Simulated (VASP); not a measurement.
Wanted: the native input for a VASP 6.6.1 run.

```yaml
Task: relaxation of cell and atoms
Functional: PBE
Potentials_or_basis: VASP PAW PBE potentials, release 64 (Si, O)
Cutoff: 600 eV
k_mesh: 6 × 6 × 6
Occupations: gaussian, width 0.02 eV
Spin: no spin polarisation
Dipole_correction: no
Further_INCAR_settings: ALGO = Normal; EDIFF = 1e-07; IBRION = 2; EDIFFG = -0.01; NSW = 100; ISIF = 3
```

The structure of SiO2 lies in POSCAR:

```
SiO2
1.0
   -4.5023336723      4.5023336723      2.6381865744
    4.5023336723     -4.5023336723      2.6381865744
    4.5023336723      4.5023336723     -2.6381865744
Si O
4 8
Direct
    0.6769940244      0.6769940244      0.3539880488
    0.3230059756      0.3230059756      0.6460119512
    0.3230059756      0.6769940244      0.0000000000
    0.6769940244      0.3230059756      0.0000000000
    0.5000000000      0.5000000000      0.5000000000
    0.0000000000      0.0000000000      0.5000000000
    0.5000000000      0.7096137238      0.2096137238
    0.7096137238      0.5000000000      0.2096137238
    0.2903862762      0.5000000000      0.7903862762
    0.5000000000      0.2903862762      0.7903862762
    0.0000000000      0.5000000000      0.0000000000
    0.5000000000      0.0000000000      0.0000000000
```

The cell was built from a structure type or drawn by symmetry, and may not be a known phase.

The input as run:

INCAR

```
PREC     = Accurate       # precision mode
ENCUT    = 600            # plane-wave cutoff, eV
EDIFF    = 1E-7           # SCF threshold, eV
ISMEAR   = 0              # smearing method
SIGMA    = 0.02           # smearing width, eV
LREAL    = False          # projectors in reciprocal space
LASPH    = True           # aspherical terms in the spheres
NELM     = 60             # most SCF steps
ALGO     = Normal         # electronic algorithm
ISIF     = 3              # what is computed and relaxed
LWAVE    = False          # write WAVECAR
LCHARG   = False          # write CHGCAR
GGA      = PE             # functional
IBRION   = 2              # ionic algorithm
NSW      = 100            # ionic steps
EDIFFG   = -0.01          # ionic threshold
```

KPOINTS

```
regular mesh
0
Gamma
  6 6 6
```

Potentials or basis: VASP PAW PBE potentials, release 64 (Si, O).

Run with:

```sh
$ cat potpaw_PBE.64/Si/POTCAR potpaw_PBE.64/O/POTCAR > POTCAR
$ mpirun -np 1 vasp_std > vasp.out
```

Results of the run:

| Property | Result |
| --- | --- |
| Relaxed volume | 17.81 Å³/atom |
| Relaxed cell | a = 6.890 Å, b = 6.890 Å, c = 6.890 Å, α = 98.42°, β = 98.42°, γ = 135.00° |
| Space group after relaxing (to 0.1 Å) | I4/mmm (No. 139) |
| Energy gained by relaxing | 0.0 meV/atom |
| Ionic steps | 6 |
| Pressure after relaxing | 0.0 GPa |
| Largest force after relaxing | 0.006 eV/Å |
| Band gap on the k mesh | 5.36 eV |

Wall time 21 min on 1 thread of Oxide Virtual Turin-like Processor, with other jobs on the host, peak memory 0.54 GiB.
